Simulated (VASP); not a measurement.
# Au (P6_3/mmc) in VASP: further runs, part 2 of 2

VASP 6.6.1. Earlier steps stand in the parts before.

### Step 4. Single point, LDA

Contents of POSCAR:

```
Au
1.0
    2.8999984104      0.0000000000      0.0000000000
   -1.4499992052      2.5114722944      0.0000000000
    0.0000000000      0.0000000000      4.8800000000
Au
2
Direct
    0.3333333333      0.6666666667      0.7500000000
    0.6666666667      0.3333333333      0.2500000000
```

Contents of INCAR.step1:

```
SYSTEM = Au
PREC = Accurate
ENCUT = 520
EDIFF = 1E-6
ISMEAR = -1
SIGMA = 0.03
LREAL = .False.
LASPH = .True.
NELM = 80
ALGO = Normal
ISIF = 2
LWAVE = .False.
LCHARG = .True.
LMAXMIX = 4
NBANDS = 18
```

Contents of KPOINTS.step1:

```
regular mesh
0
Gamma
  14 14 8
  0 0 0
```

Contents of INCAR.step2:

```
SYSTEM = Au
PREC = Accurate
ENCUT = 520
EDIFF = 1E-6
ISMEAR = -5
SIGMA = 0.03
LREAL = .False.
LASPH = .True.
NELM = 80
ALGO = Normal
ISIF = 2
LWAVE = .False.
LCHARG = .False.
LMAXMIX = 4
LORBIT = 11
NEDOS = 1001
ICHARG = 11
```

Contents of KPOINTS.step2:

```
regular mesh
0
Gamma
  21 21 12
  0 0 0
```

Potentials or basis: VASP PAW LDA potentials, release 64 (Au).

On the command line:

```console
> cat potpaw_LDA.64/Au/POTCAR > POTCAR
> cp INCAR.step1 INCAR
> cp KPOINTS.step1 KPOINTS
> mpirun -np 1 vasp_std > vasp.out
> cp INCAR.step2 INCAR
> cp KPOINTS.step2 KPOINTS
> mpirun -np 1 vasp_std > vasp.out
```

OUTCAR:

```text
SYSTEM = Au
   PREC = Accurate
   ENCUT = 520
   EDIFF = 1E-6
   ISMEAR = -5
   LREAL = .False.
   LASPH = .True.
   NELM = 80
   ISIF = 2
   LORBIT = 11
   ICHARG = 11

 ion  position               nearest neighbor table
   1  0.333  0.667  0.750-   2 2.96   2 2.96   2 2.96   2 2.96   2 2.96   2 2.96
   2  0.667  0.333  0.250-   1 2.96   1 2.96   1 2.96   1 2.96   1 2.96   1 2.96

  LATTYP: Found a hexagonal cell.
 ALAT       =     2.8999984104
 C/A-ratio  =     1.6827595431

  Lattice vectors:

 A1 = (   2.8999984104,   0.0000000000,   0.0000000000)
 A2 = (  -1.4499992052,   2.5114722944,   0.0000000000)
 A3 = (   0.0000000000,   0.0000000000,   4.8800000000)

Analysis of symmetry for initial positions (statically):
=====================================================================
 Subroutine PRICEL returns:
 Original cell was already a primitive cell.

 Routine SETGRP: Setting up the symmetry group for a
 hexagonal supercell.

 Subroutine GETGRP returns: Found 24 space group operations
 (whereof 12 operations were pure point group operations)
 out of a pool of 24 trial point group operations.

The static configuration has the point symmetry D_3d.
 The point group associated with its full space group is D_6h.

Analysis of symmetry for dynamics (positions and initial velocities):
=====================================================================
 Subroutine PRICEL returns:
 Original cell was already a primitive cell.

 Routine SETGRP: Setting up the symmetry group for a
 hexagonal supercell.

 Subroutine GETGRP returns: Found 24 space group operations
 (whereof 12 operations were pure point group operations)
 out of a pool of 24 trial point group operations.

The dynamic configuration has the point symmetry D_3d.
 The point group associated with its full space group is D_6h.

 Subroutine INISYM returns: Found 24 space group operations
 (whereof 12 operations are pure point group operations),
 and found     1 'primitive' translations

----------------------------------------------------------------------------------------

                                     Primitive cell

  volume of cell :      35.5423

  direct lattice vectors                    reciprocal lattice vectors
     2.899998410  0.000000000  0.000000000     0.344827775  0.199086409  0.000000000
    -1.449999205  2.511472294  0.000000000     0.000000000  0.398172818  0.000000000
     0.000000000  0.000000000  4.880000000     0.000000000  0.000000000  0.204918033

  length of vectors
     2.899998410  2.899998410  4.880000000     0.398172818  0.398172818  0.204918033

  position of ions in fractional coordinates (direct lattice)
     0.333333333  0.666666667  0.750000000
     0.666666667  0.333333333  0.250000000

  ion indices of the primitive-cell ions
   primitive index   ion index
                 1           1
                 2           2

----------------------------------------------------------------------------------------

 KPOINTS: regular mesh

Automatic generation of k-mesh.
 Grid dimensions read from file:
 generate k-points for:   21   21   12

 Generating k-lattice:

  Cartesian coordinates                     Fractional coordinates (reciprocal lattice)
     0.016420370  0.009480305  0.000000000     0.047619048  0.000000000  0.000000000
[... 46 lines left out ...]
   dimension x,y,z NGX =    24 NGY =   24 NGZ =   36
   dimension x,y,z NGXF=    48 NGYF=   48 NGZF=   72
   ions per type =               2
   NGX,Y,Z   is equivalent  to a cutoff of  13.76, 13.76, 12.26 a.u.
   NGXF,Y,Z  is equivalent  to a cutoff of  27.52, 27.52, 24.53 a.u.
 SYSTEM =  Au
   PREC   = accura    normal or accurate (medium, high low for compatibility)
   ISTART =      0    job   : 0-new  1-cont  2-samecut
   ICHARG =     11    charge: 1-file 2-atom 10-const
   ISPIN  =      1    spin polarized calculation?
   LNONCOLLINEAR =      F non collinear calculations
   LSORBIT =      F    spin-orbit coupling
   LASPH  =      T    aspherical Exc in radial PAW
   ENCUT  =  520.0 eV  38.22 Ry    6.18 a.u.   5.39  5.39  9.07*2*pi/ulx,y,z
   NELM   =     80;   NELMIN=  2; NELMDL=  0     # of ELM steps
   EDIFF  = 0.1E-05   stopping-criterion for ELM
   LREAL  =      F    real-space projection
   EDIFFG = 0.1E-04   stopping-criterion for IOM
   NSW    =      0    number of steps for IOM
   IBRION =     -1    ionic relax: 0-MD 1-quasi-New 2-CG
   NFREE  =      0    steps in history (QN), initial steepest desc. (CG)
   ISIF   =      2    stress and relaxation
   ISYM   =      2    0-nonsym 1-usesym 2-fastsym
   POTIM  = 0.5000    time-step for ionic-motion
   TEBEG  =    0.0;   TEEND  =   0.0 temperature during run
   PSTRESS=    0.0 pullay stress
   NELECT =      22.0000    total number of electrons
   NUPDOWN=      -1.0000    fix difference up-down
   EMIN   =  10.00;   EMAX   =-10.00  energy-range for DOS
   EFERMI =   0.00;   METHOD = LEGACY
   ISMEAR =    -5;   SIGMA  =   0.03  broadening in eV -4-tet -1-fermi 0-gaus
   EFERMI_NEDOS =   21; number of points for ismear=-14 and -15
   IALGO  =     38    algorithm
   IMIX   =      4    mixing-type and parameters
     AMIX     =   0.40;   BMIX     =  1.00
     AMIX_MAG =   1.60;   BMIX_MAG =  1.00
  volume/ion in A,a.u.               =      17.77       119.93
  Fermi-wavevector in a.u.,A,eV,Ry     =   1.395191  2.636529 26.484537  1.946559
  Thomas-Fermi vector in A             =   2.518667
   LORBIT       =     11    0 simple, 1 ext, 2 COOP (PROOUT), +10 PAW based schemes
   GGA     = CA    functional components
   LHFCALC =     F    Hartree Fock is set to
   AEXX    =    0.0000 exact exchange contribution
   IVDW    =     0    specifies the selected vdW correction
   LEPSILON=     F    determine dielectric tensor
   LRPA    =     F    only Hartree local field effects (RPA)
 non-spin polarized calculation
 Fermi weights with tetrahedron method with Bloechl corrections
  energy-cutoff  :      520.00
  volume of cell :       35.54
 maximum number of plane-waves:       984
 NGX is ok and might be reduce to    24

 number of electron      22.0000001 magnetization

 Free energy of the ion-electron system (eV)
  ---------------------------------------------------
  ext. energy  EPLUGINS =         0.00000000
  ---------------------------------------------------
  free energy    TOTEN  =        -8.79987154 eV

  energy without entropy =       -8.79987154  energy(sigma->0) =       -8.79987154

 E-fermi :   8.5699     XC(G=0): -12.7407

 val. band max:        8.5436405330   @ k =   0.1429   0.1429   0.2500
 cond. band min:       8.5742255749   @ k =   0.1905   0.0952   0.2500
 fundamental gap:      0.0305850419
 Fermi energy:         8.5698863159

 k-point     1 :       0.0000    0.0000    0.0000
  band No.  band energies     occupation
      1      -0.8901      2.00000
      2       1.5162      2.00000
      3       3.9219      2.00000
      4       4.2016      2.00000
      5       4.2016      2.00000
      6       4.4901      2.00000
      7       4.4901      2.00000
      8       5.1657      2.00000
      9       5.1657      2.00000
     10       6.4416      2.00000
     11       6.4416      2.00000
     12       7.5779      2.00000
     13      11.0176      0.00000
     14      23.1821      0.00000
[... 401 lines left out ...]
      2       2.6056      2.00000
      3       3.4980      2.00000
      4       3.6781      2.00000
      5       4.0764      2.00000
      6       4.4366      2.00000
      7       4.8432      2.00000
      8       5.0242      2.00000
      9       5.4519      2.00000
     10       5.7521      2.00000
     11       6.5459      2.00000
     12      11.2115      0.00000
     13      11.7861      0.00000
     14      18.5402      0.00000
     15      20.4667      0.00000

 [... further k-points ...]
[... 5 lines left out ...]
  --------------------------------------------------------------------------------------
  -------------------------------------------------------------------------------------
  Total       -2.4121232     -2.4121232     -2.3581026     -0.0000000      0.0000000      0.0000000
  in kB     -108.7336822   -108.7336822   -106.2985415     -0.0000000      0.0000000      0.0000000
  external PRESSURE =    -107.9219686 kB  Pullay stress =       0.0000000 kB

 VOLUME and BASIS-vectors are now :
 -----------------------------------------------------------------------------
  energy-cutoff  :      520.00
  volume of cell :       35.54
      direct lattice vectors                 reciprocal lattice vectors
     2.899998410  0.000000000  0.000000000     0.344827775  0.199086409  0.000000000
    -1.449999205  2.511472294  0.000000000     0.000000000  0.398172818  0.000000000
     0.000000000  0.000000000  4.880000000     0.000000000  0.000000000  0.204918033

 POSITION                                       TOTAL-FORCE (eV/Angst)
 -----------------------------------------------------------------------------------
     -0.00000      1.67431      3.66000        -0.000000      0.000000      0.000000
      1.45000      0.83716      1.22000         0.000000     -0.000000      0.000000
 -----------------------------------------------------------------------------------
    total drift:                               -0.000000      0.000000     -0.000000

  FREE ENERGIE OF THE ION-ELECTRON SYSTEM (eV)
  ---------------------------------------------------
  free  energy   TOTEN  =        -8.7998715383 eV

  energy  without entropy=       -8.7998715383  energy(sigma->0) =       -8.79987154

 total charge

# of ion       s       p       d       tot
------------------------------------------
    1        0.530   0.326   8.749   9.605
    2        0.530   0.326   8.749   9.605
--------------------------------------------------
tot          1.060   0.652  17.498  19.210
```

It took 2 min on 1 thread of Intel Xeon 8259CL, shared host; peak memory 0.27 GiB.

Results:

| Property | Result |
| --- | --- |
| Valence electrons inside the program's atomic spheres | Au 9.61 |

Levels at points of the mesh, in eV from the Fermi level:
```
           k point  band 8  band 9  band 10  band 11  band 12  band 13  band 14  band 15
(0.00, 0.00, 0.00)   -3.40   -3.40    -2.13    -2.13    -0.99     2.45    14.61    15.61
(0.00, 0.00, 0.50)   -4.40   -2.56    -2.56    -2.56    -2.56    10.30    10.30    14.87
```

Caveat: spin-orbit coupling is left out, which moves the levels of the heavy elements; tetrahedron occupations give inexact forces and stress in metals.
